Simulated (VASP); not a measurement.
Write the native input for VASP 6.6.1 that does the following.

| Item | Value |
| --- | --- |
| Task | single point |
| Functional | PBEsol |
| Potentials or basis | VASP PAW PBE potentials, release 64 (Ca_sv) |
| Cutoff | 520 eV |
| k mesh | 8 × 8 × 12 |
| Occupations | gaussian, width 0.1 eV |
| Spin | no spin polarisation |
| Dipole correction | no |
| Further INCAR settings | ALGO = Fast; EDIFF = 1e-06; NBANDS = 28 |

The structure of Ca lies in POSCAR:

```
Ca
1.0
    3.1543615749     -6.6949088234      0.0000000000
    3.1543615749      6.6949088234      0.0000000000
    0.0000000000      0.0000000000      3.9108582991
Ca
4
Direct
    0.1326630789      0.8673369211      0.0000000000
    0.6326630789      0.3673369211      0.5000000000
    0.8673369211      0.1326630789      1.0000000000
    0.3673369211      0.6326630789      0.5000000000
```

The input as run:

INCAR

```
PREC = Accurate ; ENCUT = 520
EDIFF = 1E-6 ; ISMEAR = 0
SIGMA = 0.1 ; LREAL = F
LASPH = T ; NELM = 80
ALGO = Fast ; ISIF = 2
LWAVE = F ; LCHARG = F
GGA = PS ; NBANDS = 28
```

KPOINTS

```
regular mesh
0
Gamma
  8 8 12
```

Potentials or basis: VASP PAW PBE potentials, release 64 (Ca_sv).

Launch:

```sh
$ cat potpaw_PBE.64/Ca_sv/POTCAR > POTCAR
$ mpirun -np 1 vasp_std > vasp.out
```

Results of the run:

```json
{"Pressure": "0.0 GPa", "Largest force": "0.007 eV/Å", "Band gap on the k mesh": "zero (bands 20 and 21 overlap by 0.76 eV)"}
```

Caveat: the PAW data sets were made with another functional, which shifts forces and pressure a little.

Wall time 12 min on 1 thread of Intel(R) Xeon(R) Platinum 8488C (Sapphire Rapids) (shared host), peak memory 0.65 GiB.
